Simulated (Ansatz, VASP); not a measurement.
# Cd: VASP beside Ansatz

```
Cd
1.0
     4.95941    0.00000    0.00000
    -2.47970    4.29497    0.00000
     0.00000    0.00000    3.04012
Cd
3
Cartesian
  0.0000 0.0000 0.0000
  0.0000 2.8633 1.5201
  2.4797 1.4317 1.5201
```

Alike in both runs: task relaxation of cell and atoms; functional BLYP; k mesh 7 × 7 × 10; occupations fermi-dirac, width 0.1 eV; no spin polarisation.

```csv
,VASP,Ansatz
version,VASP 6.6.1,Ansatz 0.2.0
potentials or method,"VASP PAW PBE potentials, release 64 (Cd), cutoff 600 eV","plane waves (420 eV) with PAW, scalar-relativistic"
valence electrons in the cell,36,60
```

VASP gave:

```
relaxed volume (Å³/atom)                                     : 28.54
relaxed cell length with the largest relative difference (Å) : 3.213
```

**Question.** Which values does Ansatz return?

**Answer.** Relaxed volume (Å³/atom): 28.49; relaxed cell length with the largest relative difference (Å): 3.208.

VASP's potentials were made for PBE, not for BLYP. VASP's potentials hold 36 valence electrons a cell and Ansatz's 60, so a difference there can come from the potentials and not from the codes.

Noted on VASP's run: the volume moved by over 15 % at a fixed basis, so the end points are rough.
